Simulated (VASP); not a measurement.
Here is a VASP 6.6.1 calculation.

File INCAR:

```
SYSTEM = Si
PREC     = Accurate       ! precision mode
ENCUT    = 520            ! plane-wave cutoff, eV
EDIFF    = 1E-6           ! SCF threshold, eV
ISMEAR   = 0              ! smearing method
SIGMA    = 0.15           ! smearing width, eV
LREAL    = .False.        ! projectors in reciprocal space
LASPH    = .True.         ! aspherical terms in the spheres
NELM     = 100            ! most SCF steps
ALGO     = Normal         ! electronic algorithm
ISIF     = 2              ! what is computed and relaxed
LWAVE    = .False.        ! write WAVECAR
LCHARG   = .True.         ! write CHGCAR
LELF     = .True.         ! ELF
LVHAR    = .True.       
NBANDS   = 11             ! bands
```

File KPOINTS:

```
regular mesh
0
Gamma
  21 21 10
  0 0 0
```

POSCAR

```
Si
1.0
    2.7988563849      0.0000000000      0.0000000000
   -1.3994281924      2.4238807308      0.0000000000
    0.0000000000      0.0000000000      4.7315827335
Si
2
Direct
    0.3333333333      0.6666666667      0.2500000000
    0.6666666667      0.3333333333      0.7500000000
```

Potentials or basis: VASP PAW LDA potentials, release 64 (Si).

Launch:

```console
$ cat potpaw_LDA.64/Si/POTCAR > POTCAR
$ mpirun -np 1 vasp_std > vasp.out
```

(1) Estimate the pressure.

(2) What does it give for the band gap on the k mesh?

Answers

(1) -10.3 GPa.

(2) zero (band 4 reaches 16.61 eV, above the bottom of band 5 at 5.27 eV).

Caveat: the cell differs from its parent crystal (strain +0.050 along x and y, +0.050 along z).
